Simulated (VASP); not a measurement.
## Na3HSe: relaxation of cell and atoms with LDA

Crystal: Na3HSe.

```
Na H Se
1.0
     4.55029    0.00000    0.00000
     0.00000    4.55029    0.00000
     0.00000    0.00000    4.55029
Na H Se
3 1 1
Direct
  0.00000 0.50000 0.50000
  0.50000 0.00000 0.50000
  0.50000 0.50000 0.00000
  0.50000 0.50000 0.50000
  0.00000 0.00000 0.00000
```

```
Program                : VASP 6.6.1
Task                   : relaxation of cell and atoms
Functional             : LDA
Potentials or basis    : VASP PAW LDA potentials, release 64 (Na_pv, H, Se)
Cutoff                 : 600 eV
k mesh                 : 6 × 6 × 6
Occupations            : gaussian, width 0.02 eV
Spin                   : no spin polarisation
Dipole correction      : no
Further INCAR settings : ALGO = Normal; EDIFF = 1e-07; IBRION = 2; EDIFFG = -0.005; NSW = 70; ISIF = 3
```

```json
{"Relaxed volume": "17.11 Å³/atom", "Relaxed cell": "a = 4.407 Å, b = 4.407 Å, c = 4.407 Å, α = 90.00°, β = 90.00°, γ = 90.00°", "Space group after relaxing (to 0.1 Å)": "Pm-3m (No. 221)", "Energy gained by relaxing": "14.9 meV/atom", "Ionic steps": "4", "Pressure after relaxing": "0.0 GPa", "Band gap on the k mesh": "2.90 eV (least direct gap 3.06 eV)"}
```

The path:
| step | energy change (eV) | largest force (eV/Å) | pressure (GPa) | volume (Å³) |
| --- | --- | --- | --- | --- |
| 1 | 0.0000 | 0.0000 | -2.54 | 94.21 |
| 2 | -0.0515 | 0.0000 | -1.51 | 90.19 |
| 3 | -0.0738 | 0.0000 | -0.23 | 86.23 |
| 4 | -0.0743 | 0.0000 | 0.01 | 85.57 |

Final structure:
```xyz
5
Lattice="4.4067 0.0000 0.0000 0.0000 4.4067 0.0000 0.0000 0.0000 4.4067" Properties=species:S:1:pos:R:3 pbc="T T T"
Na    0.0000    2.2034    2.2034
Na    2.2034    0.0000    2.2034
Na    2.2034    2.2034    0.0000
H     2.2034    2.2034    2.2034
Se    0.0000    0.0000    0.0000
```

Levels at points of the mesh, in eV from the valence-band top:
```tsv
k point	band 11	band 12	band 13	band 14	band 15	band 16	band 17	band 18
(0.00, 0.00, 0.00)	-2.78	-0.35	-0.35	-0.35	4.71	5.05	5.05	7.62
(0.50, 0.00, 0.00)	-3.41	-0.46	-0.16	-0.16	2.90	5.78	5.89	5.89
(0.50, 0.50, 0.00)	-2.19	-1.83	-1.83	0.00	5.13	6.28	6.42	6.42
(0.50, 0.50, 0.50)	-1.73	-1.34	-1.34	-1.34	3.50	3.50	3.50	9.68
```

Wall time 2.1 min on 1 thread of Intel Xeon 8259CL (shared host), peak memory 0.21 GiB.

A k mesh can miss the band edges.
